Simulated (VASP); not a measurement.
# ZnS (rocksalt type): single point with LDA

ZnS (rocksalt type):

```
Zn S
1.0
     0.00000    2.43256    2.43256
     2.43256    0.00000    2.43256
     2.43256    2.43256    0.00000
Zn S
1 1
Direct
  0.00000 0.00000 0.00000
  0.50000 0.50000 0.50000
```

This cell differs from its parent crystal: volume scaled by 0.94.

* Program: VASP 6.6.1
* Task: single point
* Functional: LDA
* Potentials or basis: VASP PAW LDA potentials, release 64 (Zn, S)
* Cutoff: 500 eV
* k mesh: 16 × 16 × 16
* Occupations: fermi-dirac, width 0.08 eV
* Spin: no spin polarisation

* Pressure: 8.1 GPa
* Band gap on the k mesh: zero (band 9 reaches 5.32 eV, above the bottom of band 10 at 4.77 eV)

Levels at points of the mesh, in eV from the Fermi level:
| k point | band 6 | band 7 | band 8 | band 9 | band 10 | band 11 | band 12 | band 13 |
| --- | --- | --- | --- | --- | --- | --- | --- | --- |
| (0.00, 0.00, 0.00) | -6.91 | -0.86 | -0.86 | -0.86 | 2.63 | 8.86 | 8.86 | 8.86 |
| (0.50, 0.00, 0.00) | -6.67 | -5.95 | -0.15 | -0.15 | 3.63 | 5.19 | 5.19 | 8.42 |
| (0.50, 0.50, 0.00) | -6.41 | -5.98 | -3.20 | -3.20 | -0.59 | 4.89 | 12.85 | 13.28 |

It took 52 s on 1 thread of Intel Xeon 6975P-C, with other jobs on the host, peak memory 0.18 GiB.
